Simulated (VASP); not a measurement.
# Al17N15 (a cell with a defect) in VASP: further runs

Al17N15 (a cell with a defect) is run at these levels: PBE; tasks: single point.

Program: VASP 6.6.1. These are calculated values, not measurements. Logs are shortened: lines on timing, memory, paths and dates and some standing lists are left out, and cuts for length are marked.

### Step 1. The cell of the first run

The cell holds a defect, 32 atoms: a = 6.260 Å, b = 6.260 Å, c = 10.036 Å, α = 90.00°, β = 90.00°, γ = 120.00°.

### Step 2. Single point, PBE

Input file INCAR:

```
SYSTEM = Al17N15
PREC     = Accurate       ! precision mode
ENCUT    = 520            ! plane-wave cutoff, eV
EDIFF    = 1E-6           ! SCF threshold, eV
ISMEAR   = -1             ! smearing method
SIGMA    = 0.01           ! smearing width, eV
LREAL    = Auto         
LASPH    = .TRUE.         ! aspherical terms in the spheres
NELM     = 120            ! most SCF steps
ALGO     = Normal         ! electronic algorithm
ISIF     = 2              ! what is computed and relaxed
LWAVE    = .FALSE.        ! write WAVECAR
LCHARG   = .FALSE.        ! write CHGCAR
GGA      = PE             ! functional
NELECT   = 128.0        
NBANDS   = 85             ! bands
GGA_COMPAT= .FALSE.
```

Input file KPOINTS:

```
regular mesh
0
G
  1 1 1
  0 0 0
```

Input file POSCAR:

```
Al17N15
1.0
    6.2604124029      0.0000000578      0.0000000000
   -3.1302062515      5.4216761502      0.0000000000
    0.0000000000      0.0000000000     10.0361163407
Al N
17 15
Direct
    0.3372831771      0.1632900690      0.2553927567
    0.1681720677      0.3334208508      0.5009090680
    0.3309754638      0.1711614174      0.7582881645
    0.1674833620      0.3336906187      1.0100678755
    0.3374283742      0.6732714464      0.2542819475
    0.1986251228      0.8510469279      0.5154590177
    0.3303225919      0.6624626359      0.7576919200
    0.1731226373      0.8366306373      0.9931594875
    0.8277150542      0.1638339706      0.2540952880
    0.6527859208      0.3047072430      0.5152092806
    0.8390985069      0.1713548023      0.7578832168
    0.6640196694      0.3276501759      0.9933078936
    0.8328103324      0.6679970741      0.1868915431
    0.6505623242      0.8508412434      0.5148356476
    0.8338816881      0.6700355306      0.4164738539
    0.8331656068      0.6692127084      0.6700238734
    0.6627426569      0.8382587204      0.9930452046
    0.3348767644      0.1690690368      0.4453592936
    0.1687014487      0.3324341590      0.1976380802
    0.3283680499      0.1722108867      0.9435002087
    0.1676179595      0.3336938623      0.6921500911
    0.3328474328      0.6711656485      0.4434180403
    0.1888645698      0.8418063505      0.1783642038
    0.3270319908      0.6583232187      0.9419857691
    0.1812021536      0.8413805170      0.7083234127
    0.8305410722      0.1682807993      0.4431503277
    0.6587143486      0.3121587591      0.1785381270
    0.8426294512      0.1740466490      0.9422416616
    0.6608023851      0.3209445822      0.7083114916
    0.6572297426      0.8435663659      0.1784015716
    0.8315614063      0.6690941532      0.9707990089
    0.6604428930      0.8414179144      0.7070954208
```

Potentials or basis: VASP PAW PBE potentials, release 64 (Al, N).

Command:

```bash
> cat potpaw_PBE.64/Al/POTCAR potpaw_PBE.64/N/POTCAR > POTCAR
> mpirun -np 1 vasp_gam > vasp.out
```

OUTCAR:

```text
SYSTEM = Al17N15
   PREC = Accurate
   ENCUT = 520
   EDIFF = 1E-6
   ISMEAR = -1
   LREAL = Auto
   LASPH = .TRUE.
   NELM = 120
   ISIF = 2
   GGA = PE
   NELECT = 128.0

 ion  position               nearest neighbor table
   1  0.337  0.163  0.255-  18 1.91  27 1.91  23 1.91  19 1.92   5 3.07   9 3.07   2 3.07   4 3.08
                             6 3.11  10 3.12  12 3.17   8 3.17   9 3.19   5 3.19  13 3.20  13 3.21
   2  0.168  0.333  0.501-  18 1.88  21 1.92  22 1.92  26 1.92   1 3.07   5 3.09   9 3.09   6 3.12
                             3 3.13  10 3.13   7 3.13  11 3.14  14 3.14  14 3.14  10 3.14   6 3.15
   3  0.331  0.171  0.758-  20 1.86  25 1.86  29 1.86  21 1.89  12 2.97   8 2.97   6 3.00  10 3.00
                             7 3.08  11 3.08   4 3.08   2 3.13  11 3.18   7 3.18  16 3.25  16 3.25
   4  0.167  0.334  0.010-  20 1.87  19 1.88  24 1.89  28 1.89   9 3.06   5 3.07   1 3.08   3 3.08
                            11 3.09   7 3.10  12 3.13   8 3.13  17 3.13   8 3.14  17 3.14  12 3.14
   5  0.337  0.673  0.254-  23 1.88  30 1.89  22 1.90  19 1.93   4 3.07   1 3.07   9 3.07   2 3.09
                            14 3.12   6 3.14  17 3.16   8 3.17   9 3.19  13 3.19   1 3.19  13 3.21
   6  0.199  0.851  0.515-  22 1.86  18 1.87  25 1.94  15 2.21  16 2.52  14 2.83  10 2.84   7 2.99
                             3 3.00   1 3.11   2 3.12   5 3.14   2 3.15
   7  0.330  0.662  0.758-  25 1.85  24 1.85  32 1.86  21 1.90   8 2.97  17 2.97   6 2.99  14 3.00
                            11 3.07   3 3.08   4 3.10   2 3.13   3 3.18  11 3.19  16 3.25  16 3.25
   8  0.173  0.837  0.993-  23 1.86  31 1.87  24 1.87  20 1.89  13 2.68   7 2.97   3 2.97  17 3.06
                            12 3.07   4 3.13   4 3.14   5 3.17   1 3.17  12 3.19  17 3.20
   9  0.828  0.164  0.254-  27 1.88  30 1.90  26 1.90  19 1.93   4 3.06   1 3.07   5 3.07   2 3.09
                            14 3.12  10 3.13  17 3.16  12 3.16   5 3.19   1 3.19  13 3.19  13 3.21
  10  0.653  0.305  0.515-  26 1.86  18 1.87  29 1.94  15 2.21  16 2.51  14 2.83   6 2.84  11 2.99
                             3 3.00   1 3.12   2 3.13   9 3.13   2 3.14
  11  0.839  0.171  0.758-  29 1.85  28 1.85  32 1.86  21 1.90  12 2.97  17 2.97  10 2.99  14 3.00
                             7 3.07   3 3.08   4 3.09   2 3.14   3 3.18   7 3.19  16 3.25  16 3.26
  12  0.664  0.328  0.993-  27 1.86  31 1.87  28 1.87  20 1.89  13 2.68  11 2.97   3 2.97  17 3.06
                             8 3.07   4 3.13   4 3.14   9 3.16   1 3.17   8 3.19  17 3.20
  13  0.833  0.668  0.187-  30 1.91  27 1.93  23 1.93  31 2.17  15 2.30  12 2.68   8 2.68  17 2.68
                             5 3.19   9 3.19   1 3.20   1 3.21   9 3.21   5 3.21
  14  0.651  0.851  0.515-  26 1.87  22 1.87  32 1.93  15 2.21  16 2.52   6 2.83  10 2.83   7 3.00
                            11 3.00   5 3.12   9 3.12   2 3.14   2 3.14
  15  0.834  0.670  0.416-  14 2.21   6 2.21  10 2.21  13 2.30  16 2.54
  16  0.833  0.669  0.670-  32 1.91  25 1.93  29 1.93  10 2.51  14 2.52   6 2.52  15 2.54  11 3.25
                             7 3.25   3 3.25   3 3.25   7 3.25  11 3.26
  17  0.663  0.838  0.993-  31 1.85  30 1.86  28 1.89  24 1.89  13 2.68   7 2.97  11 2.97  12 3.06
                             8 3.06   4 3.13   4 3.14   9 3.16   5 3.16   8 3.20  12 3.20
  18  0.335  0.169  0.445-  10 1.87   6 1.87   2 1.88   1 1.91
  19  0.169  0.332  0.198-   4 1.88   1 1.92   5 1.93   9 1.93
  20  0.328  0.172  0.944-   3 1.86   4 1.87   8 1.89  12 1.89
  21  0.168  0.334  0.692-   3 1.89  11 1.90   7 1.90   2 1.92
  22  0.333  0.671  0.443-   6 1.86  14 1.87   5 1.90   2 1.92
  23  0.189  0.842  0.178-   8 1.86   5 1.88   1 1.91  13 1.93
  24  0.327  0.658  0.942-   7 1.85   8 1.87   4 1.89  17 1.89
  25  0.181  0.841  0.708-   7 1.85   3 1.86  16 1.93   6 1.94
  26  0.831  0.168  0.443-  10 1.86  14 1.87   9 1.90   2 1.92
  27  0.659  0.312  0.179-  12 1.86   9 1.88   1 1.91  13 1.93
  28  0.843  0.174  0.942-  11 1.85  12 1.87   4 1.89  17 1.89
  29  0.661  0.321  0.708-  11 1.85   3 1.86  16 1.93  10 1.94
  30  0.657  0.844  0.178-  17 1.86   5 1.89   9 1.90  13 1.91
  31  0.832  0.669  0.971-  17 1.85  12 1.87   8 1.87  13 2.17
  32  0.660  0.841  0.707-  11 1.86   7 1.86  16 1.91  14 1.93

  LATTYP: Found a hexagonal cell.
 ALAT       =     6.2604124029
 C/A-ratio  =     1.6031078617

  Lattice vectors:

 A1 = (   6.2604124029,   0.0000000578,   0.0000000000)
 A2 = (  -3.1302062515,   5.4216761502,   0.0000000000)
 A3 = (   0.0000000000,   0.0000000000,  10.0361163407)

Analysis of symmetry for initial positions (statically):
=====================================================================
 Subroutine PRICEL returns:
 Original cell was already a primitive cell.

 Routine SETGRP: Setting up the symmetry group for a
 hexagonal supercell.

 Subroutine GETGRP returns: Found  1 space group operations
 (whereof  1 operations were pure point group operations)
 out of a pool of 24 trial point group operations.

The static configuration has the point symmetry C_1 .

Analysis of symmetry for dynamics (positions and initial velocities):
=====================================================================
 Subroutine PRICEL returns:
 Original cell was already a primitive cell.
[... 109 lines left out ...]
    -0.000000002  0.184444804  0.000000000     0.000000000  1.000000000  0.000000000
     0.000000000  0.000000000  0.099640136     0.000000000  0.000000000  1.000000000

  Length of vectors
     0.184444804  0.184444804  0.099640136

  Shift w.r.t. Gamma in fractional coordinates (k-lattice)
     0.000000000  0.000000000  0.000000000

 Subroutine IBZKPT returns following result:
 ===========================================

 Found      1 irreducible k-points:

 Following reciprocal coordinates:
            Coordinates               Weight
  0.000000  0.000000  0.000000      1.000000
   k-points           NKPTS =      1   k-points in BZ     NKDIM =      1   number of bands    NBANDS=     85
   number of dos      NEDOS =    301   number of ions     NIONS =     32
   total plane-waves  NPLWV = 184320
   dimension x,y,z NGX =    48 NGY =   48 NGZ =   80
   dimension x,y,z NGXF=    96 NGYF=   96 NGZF=  160
   ions per type =              17  15
   NGX,Y,Z   is equivalent  to a cutoff of  12.75, 12.75, 13.25 a.u.
   NGXF,Y,Z  is equivalent  to a cutoff of  25.49, 25.49, 26.50 a.u.
 SYSTEM =  Al17N15
   PREC   = accura    normal or accurate (medium, high low for compatibility)
   ISTART =      0    job   : 0-new  1-cont  2-samecut
   ICHARG =      2    charge: 1-file 2-atom 10-const
   ISPIN  =      1    spin polarized calculation?
   LNONCOLLINEAR =      F non collinear calculations
   LSORBIT =      F    spin-orbit coupling
   LASPH  =      T    aspherical Exc in radial PAW
   ENCUT  =  520.0 eV  38.22 Ry    6.18 a.u.  11.64 11.64 18.66*2*pi/ulx,y,z
   NELM   =    120;   NELMIN=  2; NELMDL= -5     # of ELM steps
   EDIFF  = 0.1E-05   stopping-criterion for ELM
   LREAL  =      T    real-space projection
   EDIFFG = 0.1E-04   stopping-criterion for IOM
   NSW    =      0    number of steps for IOM
   IBRION =     -1    ionic relax: 0-MD 1-quasi-New 2-CG
   NFREE  =      0    steps in history (QN), initial steepest desc. (CG)
   ISIF   =      2    stress and relaxation
   ISYM   =      2    0-nonsym 1-usesym 2-fastsym
   POTIM  = 0.5000    time-step for ionic-motion
   TEBEG  =    0.0;   TEEND  =   0.0 temperature during run
   PSTRESS=    0.0 pullay stress
   NELECT =     128.0000    total number of electrons
   NUPDOWN=      -1.0000    fix difference up-down
   EMIN   =  10.00;   EMAX   =-10.00  energy-range for DOS
   EFERMI =   0.00;   METHOD = LEGACY
   ISMEAR =    -1;   SIGMA  =   0.01  broadening in eV -4-tet -1-fermi 0-gaus
   EFERMI_NEDOS =   21; number of points for ismear=-14 and -15
   IALGO  =     38    algorithm
   IMIX   =      4    mixing-type and parameters
     AMIX     =   0.40;   BMIX     =  1.00
     AMIX_MAG =   1.60;   BMIX_MAG =  1.00
  volume/ion in A,a.u.               =      10.65        71.84
  Fermi-wavevector in a.u.,A,eV,Ry     =   1.181347  2.232422 18.988023  1.395580
  Thomas-Fermi vector in A             =   2.317622
   LORBIT       =      0    0 simple, 1 ext, 2 COOP (PROOUT), +10 PAW based schemes
   GGA     = PE    functional components
   LHFCALC =     F    Hartree Fock is set to
   AEXX    =    0.0000 exact exchange contribution
   IVDW    =     0    specifies the selected vdW correction
   LEPSILON=     F    determine dielectric tensor
   LRPA    =     F    only Hartree local field effects (RPA)
 non-spin polarized calculation
  energy-cutoff  :      520.00
  volume of cell :      340.65
 maximum number of plane-waves:      4582
 NGX is ok and might be reduce to    48
   NGX = 23   NGY = 23   NGZ = 37

 number of electron     127.9999999 magnetization

 Free energy of the ion-electron system (eV)
  ---------------------------------------------------
  ext. energy  EPLUGINS =         0.00000000
  ---------------------------------------------------
  free energy    TOTEN  =      -192.70221599 eV

  energy without entropy =     -192.69449536  energy(sigma->0) =     -192.69835567

 E-fermi :   9.9228     XC(G=0): -10.9442

 val. band max:        9.8877584816   @ k =   0.0000   0.0000   0.0000
 cond. band min:       9.9536522154   @ k =   0.0000   0.0000   0.0000
 fundamental gap:      0.0658937338
 Fermi energy:         9.9227574286

 k-point     1 :       0.0000    0.0000    0.0000
  band No.  band energies     occupation
      1      -8.9432      2.00000
      2      -8.1300      2.00000
      3      -7.8584      2.00000
      4      -7.0733      2.00000
      5      -7.0612      2.00000
      6      -6.9272      2.00000
[... 68 lines left out ...]
     75      12.0770      0.00000
     76      12.1464      0.00000
 [bands above 76 left out]

------------------------ aborting loop because EDIFF is reached ----------------------------------------

  FORCE on cell =-STRESS in cart. coord.  units (eV):
  Direction    XX          YY          ZZ          XY          YZ          ZX
  --------------------------------------------------------------------------------------
  -------------------------------------------------------------------------------------
  Total       61.7712092     60.4874607     38.0996950     -1.0825972      0.2518917     -0.3295778
  in kB      290.5323387    284.4944055    179.1966456     -5.0918464      1.1847379     -1.5501235
  external PRESSURE =     251.4077966 kB  Pullay stress =       0.0000000 kB

 VOLUME and BASIS-vectors are now :
 -----------------------------------------------------------------------------
  energy-cutoff  :      520.00
  volume of cell :      340.65
      direct lattice vectors                 reciprocal lattice vectors
     6.260412403  0.000000058  0.000000000     0.159733885  0.092222403  0.000000000
    -3.130206252  5.421676150  0.000000000    -0.000000002  0.184444804  0.000000000
     0.000000000  0.000000000 10.036116341     0.000000000  0.000000000  0.099640136

 POSITION                                       TOTAL-FORCE (eV/Angst)
 -----------------------------------------------------------------------------------
      1.60040      0.88531      2.56315         0.199831     -0.102082     -0.746585
      0.00915      1.80770      5.02718        -0.335683      0.184147     -0.134305
      1.53627      0.92798      7.61027         0.200514     -0.123713     -0.270166
      0.00399      1.80916      0.10104        -0.111125      0.056701     -0.797105
      0.00496      3.65026      2.55200         0.043785      0.040066     -0.611986
     -1.42048      4.61410      5.17321         0.215666      0.164263      0.232275
[... 24 lines left out ...]
      3.11151      3.62761      9.74305         0.254947     -0.137198      1.564159
      1.50083      4.56190      7.09649        -0.109636      0.049074      0.300959
 -----------------------------------------------------------------------------------
    total drift:                               -0.010230      0.014680      0.016997

  FREE ENERGIE OF THE ION-ELECTRON SYSTEM (eV)
  ---------------------------------------------------
  free  energy   TOTEN  =      -192.7022159897 eV

  energy  without entropy=     -192.6944953555  energy(sigma->0) =     -192.69835567
```

It took 2.3 min on 1 thread of Intel Xeon 8259CL, shared host; peak memory 0.4 GiB.

Results:

```yaml
Free_energy: -192.7022 eV
Largest_force: 1.591 eV/Å
```

Forces in eV/Å, atoms in the order of the input:
```
Al   0.200 -0.102 -0.747
Al  -0.336  0.184 -0.134
Al   0.201 -0.124 -0.270
Al  -0.111  0.057 -0.797
Al   0.044  0.040 -0.612
Al   0.216  0.164  0.232
Al   0.092  0.051 -0.380
Al  -0.088  0.134 -0.376
Al  -0.003 -0.077 -0.597
Al  -0.021 -0.289  0.221
Al   0.005 -0.106 -0.383
Al  -0.159  0.007 -0.375
Al   0.230 -0.136 -0.921
Al  -0.348  0.208  0.189
Al   0.033 -0.014  0.542
Al   0.175 -0.099 -0.039
Al  -0.174  0.097 -0.371
N    1.194 -0.679 -0.405
N   -0.095  0.046  1.043
N    0.093 -0.032  0.166
N   -0.115  0.085  0.104
N    0.060  0.859 -0.279
N   -0.336  0.101  0.567
N    0.202 -0.114  0.341
N   -0.112  0.088  0.125
N   -0.760 -0.482 -0.274
N   -0.240  0.237  0.547
N    0.204 -0.117  0.334
N   -0.156  0.059  0.121
N   -0.040  0.042  0.560
N    0.255 -0.137  1.564
N   -0.110  0.049  0.301
```

Caveat: the k points lie up to 1.16 Å⁻¹ apart, too coarse for converged energies, forces and pressures; the cell carries a net charge on a neutralising background, which shifts energy and pressure; the cell is charged against a uniform background, so pressure and absolute levels hang on convention.

### Step 3. Single point, PBE

Edit INCAR of step 2 so:

```diff
@@ -4,3 +4,3 @@
 EDIFF    = 1E-6           ! SCF threshold, eV
-ISMEAR   = -1             ! smearing method
+ISMEAR   = 0              ! smearing method
 SIGMA    = 0.01           ! smearing width, eV
```

Input file KPOINTS:

```
Automatic mesh
0
Gamma
  1 1 1
  0.25 0.25 0.25
```

Edit POSCAR of step 2 so:

```diff
@@ -2,5 +2,5 @@
 1.0
-    6.2604124029      0.0000000578      0.0000000000
-   -3.1302062515      5.4216761502      0.0000000000
-    0.0000000000      0.0000000000     10.0361163407
+    6.2604124020      0.0000000589      0.0000000000
+   -3.1302062520      5.4216761488      0.0000000000
+    0.0000000000      0.0000000000     10.0361163400
 Al N
```

Potentials or basis: VASP PAW PBE potentials, release 64 (Al, N).

Command:

```bash
> cat potpaw_PBE.64/Al/POTCAR potpaw_PBE.64/N/POTCAR > POTCAR
> mpirun -np 1 vasp_std > vasp.out
```

It took 9.7 min on 1 thread of Intel Xeon 8259CL, shared host; peak memory 0.47 GiB.

The run converged. Its results:

- Free energy: -206.2361 eV
- Largest force: 0.370 eV/Å

Forces in eV/Å, atoms in the order of the input:
```
Al   0.123 -0.070 -0.076
Al  -0.322  0.182 -0.003
Al   0.101 -0.064  0.058
Al  -0.126  0.069 -0.001
Al   0.066 -0.062  0.053
Al  -0.078  0.048  0.045
Al   0.120 -0.055 -0.029
Al  -0.134  0.074  0.005
Al   0.098 -0.040  0.054
Al  -0.090  0.041  0.041
Al   0.108 -0.077 -0.027
Al  -0.134  0.077  0.006
Al   0.215 -0.123  0.002
Al  -0.099  0.048 -0.053
Al   0.030 -0.031 -0.026
Al   0.140 -0.085  0.011
Al  -0.146  0.080 -0.027
N    0.254 -0.172 -0.189
N   -0.119  0.062  0.014
N    0.123 -0.049 -0.162
N   -0.130  0.091  0.002
N    0.176 -0.149  0.086
N   -0.201  0.179  0.029
N    0.207 -0.053  0.076
N   -0.134  0.056 -0.092
N    0.213 -0.045  0.107
N   -0.238  0.080  0.018
N    0.153 -0.152  0.059
N   -0.129  0.097 -0.101
N   -0.163  0.109 -0.016
N    0.278 -0.150 -0.009
N   -0.161  0.083  0.144
```

Levels at points of the mesh, in eV from the Fermi level:
| k point | band 60 | band 61 | band 62 | band 63 | band 64 | band 65 | band 66 | band 67 | band 68 | band 69 |
| --- | --- | --- | --- | --- | --- | --- | --- | --- | --- | --- |
| (0.25, 0.25, 0.25) | -3.42 | -3.04 | -0.79 | -0.59 | -0.07 | 1.67 | 2.33 | 2.80 | 2.91 | 3.18 |

Caveat: the k points lie up to 0.58 Å⁻¹ apart; the cell carries a net charge on a neutralising background, which shifts energy and pressure; the cell is charged against a uniform background, so pressure and absolute levels hang on convention.
